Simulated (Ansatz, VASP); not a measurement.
# Ag: VASP beside Ansatz

File INCAR:

```
SYSTEM = Ag
PREC = Accurate
ENCUT = 520
EDIFF = 1E-6
ISMEAR = -1
SIGMA = 0.15
LREAL = .False.
LASPH = .True.
NELM = 150
ALGO = Normal
ISIF = 2
LWAVE = .False.
LCHARG = .False.
MAGMOM = 0 0 0
LORBIT = 11
LSORBIT = .True.
GGA_COMPAT = .False.
LORBMOM = .True.
LMAXMIX = 4
GGA = PE
NBANDS = 22
```

KPOINTS

```
Automatic mesh
0
Gamma
  4 4 4
  0 0 0
```

File POSCAR:

```
Ag
1.0
    0.0000000000      2.0724000000      2.0724000000
    2.0724000000      0.0000000000      2.0724000000
    2.0724000000      2.0724000000      0.0000000000
Ag
1
Direct
    0.0000000000      0.0000000000      0.0000000000
```

Input for Ansatz:

```yaml
crystal:
  lattice:
    - [0, 2.0724, 2.0724]
    - [2.0724, 0, 2.0724]
    - [2.0724, 2.0724, 0]
  atoms:
    - { symbol: Ag, position: [0, 0, 0] }
kpoints:
  mp_grid: { grid: [4, 4, 4] }
hamiltonian:
  xc: pbe
  pseudopotentials:
    kind: paw_fr
    azcp:
      Ag: "pseudopotentials/pbe/paw/ansatz_paw_generated_hard_1/Ag.paw.azcp"
scf:
  occupations: { method: fermi_dirac, width: 0.15 }
  convergence: { dr2_threshold: "1e-9 eV" }
  max_iter: 300
output:
  forces: true
  stress: true
  eigenvalues: true
magnetization:
  noncollinear: true
  spin_orbit: true
```

Alike in both runs: task single point; functional PBE; k mesh 4 × 4 × 4; occupations fermi-dirac, width 0.15 eV; non-collinear spin, spin-orbit coupling.

|  | VASP | Ansatz |
| --- | --- | --- |
| version | VASP 6.6.1 | Ansatz 0.2.0 development build |
| potentials or method | VASP PAW PBE potentials, release 64 (Ag) | plane waves, PAW datasets (generated hard set |
| plane-wave cutoff (eV) | 520 | 700 |
| valence electrons in the cell | 11 | 19 |

```csv
,VASP,Ansatz,Ansatz less VASP
net moment per atom (μB),0.00,0.00,0.000
```

With one functional, cell and mesh, what is left measures potentials, basis and numerics. VASP's potentials hold 11 valence electrons a cell and Ansatz's 19, so a difference there can come from the potentials and not from the codes. Ansatz's warnings: stress scf threshold loose.

The k mesh is coarse, so the values compare programs but aren't converged.
